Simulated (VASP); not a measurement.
## Ba: relaxation of cell and atoms with PBEsol

The system is Ba.

```
CELL_PARAMETERS angstrom
-2.50650 2.50650 2.50650
2.50650 -2.50650 2.50650
2.50650 2.50650 -2.50650
ATOMIC_POSITIONS crystal
Ba 0.00000 0.00000 0.00000
```

```json
{"Program": "VASP 6.6.1", "Task": "relaxation of cell and atoms", "Functional": "PBEsol", "Potentials or basis": "VASP PAW PBE potentials, release 64 (Ba_sv)", "Cutoff": "600 eV", "k mesh": "6 × 6 × 6", "Occupations": "methfessel-paxton, width 0.1 eV", "Spin": "no spin polarisation", "Dipole correction": "no", "Further INCAR settings": "ALGO = Normal; EDIFF = 1e-06; IBRION = 2; EDIFFG = -0.03; NSW = 60; ISIF = 3"}
```

```yaml
Relaxed_volume: 59.49 Å³/atom
Relaxed_cell: a = 4.260 Å, b = 4.260 Å, c = 4.260 Å, α = 109.47°, β = 109.47°, γ = 109.47°
Space_group_after_relaxing_to_0.1_Å: Im-3m (No. 229)
Energy_gained_by_relaxing: 5.1 meV/atom
Ionic_steps: 4
Pressure_after_relaxing: 0.0 GPa
Band_gap_on_the_k_mesh: zero (bands 5 and 6 overlap by 0.70 eV)
```

Step by step:
| step | energy change (eV) | largest force (eV/Å) | pressure (GPa) | volume (Å³) |
| --- | --- | --- | --- | --- |
| 1 | 0.0000 | 0.0000 | -0.45 | 62.99 |
| 2 | -0.0036 | 0.0000 | -0.27 | 61.38 |
| 3 | -0.0048 | 0.0000 | 0.10 | 58.85 |
| 4 | -0.0051 | 0.0000 | 0.02 | 59.49 |

Final structure:
```
CELL_PARAMETERS angstrom
-2.45927 2.45927 2.45927
2.45927 -2.45927 2.45927
2.45927 2.45927 -2.45927
ATOMIC_POSITIONS crystal
Ba 0.00000 0.00000 0.00000
```

Levels at points of the mesh, in eV from the Fermi level:
```
           k point  band 2  band 3  band 4  band 5  band 6  band 7  band 8  band 9
(0.00, 0.00, 0.00)  -13.70  -13.70  -13.70   -2.83    1.84    1.84    1.84    3.35
(0.50, 0.00, 0.00)  -14.25  -13.87  -13.70   -0.98    0.63    1.41    3.33    3.95
(0.50, 0.50, 0.50)  -14.08  -14.08  -14.08   -0.65   -0.65    4.59    4.59    4.59
```

Wall time 25 s on 1 thread of Intel(R) Xeon(R) Platinum 8488C (Sapphire Rapids), on a shared host, peak memory 0.2 GiB.

Caveat: the PAW data sets were made with another functional, which shifts forces and pressure a little; spin-orbit coupling is left out, which moves the levels of the heavy elements.
